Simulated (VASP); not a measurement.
Set up this calculation in VASP 6.6.1, as the native input.

| Property | Result |
| --- | --- |
| Task | single point |
| Functional | PBE |
| Potentials or basis | VASP PAW PBE potentials, release 64 (Ge_d) |
| Cutoff | 520 eV |
| k mesh | 6 × 6 × 6 |
| Occupations | gaussian, width 0.1 eV |
| Spin | no spin polarisation |
| Dipole correction | no |
| Further INCAR settings | ALGO = Normal; EDIFF = 1e-07; NBANDS = 51 |

The structure of Ge lies in POSCAR:

```
Ge
1.0
   -2.5798707563      2.5798707563      4.3387683110
    2.5798707563     -2.5798707563      4.3387683110
    2.5798707563      2.5798707563     -4.3387683110
Ge
6
Direct
    0.6666859247      0.6666859247      0.0000000000
    0.4166859247     -0.0833140753      0.5000000000
    1.0833140753      0.5833140753      0.5000000000
    0.3333140753      0.3333140753      0.0000000000
    0.0000000000      0.0000000000      0.0000000000
    0.7500000000      0.2500000000      0.5000000000
```

The cell was generated, and may not be a known phase.

One way to write it, as run:

INCAR

```
ALGO = Normal
EDIFF = 1E-7
ENCUT = 520
GGA = PE
ISIF = 2
ISMEAR = 0
LASPH = True
LCHARG = True
LELF = True
LREAL = False
LVHAR = True
LWAVE = False
NBANDS = 51
NELM = 60
PREC = Accurate
SIGMA = 0.1
```

KPOINTS

```
k-points
0
Gamma
  6 6 6
```

Potentials or basis: VASP PAW PBE potentials, release 64 (Ge_d).

The run is started by

```console
$ cat potpaw_PBE.64/Ge_d/POTCAR > POTCAR
$ mpirun -np 1 vasp_std > vasp.out
```

Results of the run:

```
Pressure               : 0.2 GPa
Band gap on the k mesh : zero (bands 42 and 43 overlap by 3.03 eV)
```

Wall time 2.5 min on 1 thread of AMD EPYC 9R45 96-Core Processor (Zen 5) (shared host), peak memory 0.28 GiB.
